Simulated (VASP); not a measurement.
Input of a VASP 6.6.1 run:

INCAR

```
  ALGO = Normal
  EDIFF = 1E-7
  EDIFFG = -0.005
  ENCUT = 600
  GGA = CA
  IBRION = 2
  ISIF = 3
  ISMEAR = 0
  LASPH = True
  LCHARG = False
  LREAL = False
  LWAVE = False
  NELM = 100
  NSW = 70
  PREC = Accurate
  SIGMA = 0.1
```

KPOINTS

```
k-points
0
Gamma
  14 14 14
```

Contents of POSCAR:

```
AlCu
1.0
    2.9926092950      0.0000000000      0.0000000000
    0.0000000000      2.9926092950      0.0000000000
    0.0000000000      0.0000000000      2.9926092950
Al Cu
1 1
Direct
    0.0000000000      0.0000000000      0.0000000000
    0.5000000000      0.5000000000      0.5000000000
```

Potentials or basis: VASP PAW LDA potentials, release 64 (Al, Cu).

Command:

```bash
$ cat potpaw_LDA.64/Al/POTCAR potpaw_LDA.64/Cu/POTCAR > POTCAR
$ mpirun -np 1 vasp_std > vasp.out
```

(1) What does it give for the band gap on the k mesh?

(2) Predict the space group after relaxing (to 0.1 Å).

Answers

(1) zero (bands 7 and 8 overlap by 4.86 eV).

(2) Pm-3m (No. 221).
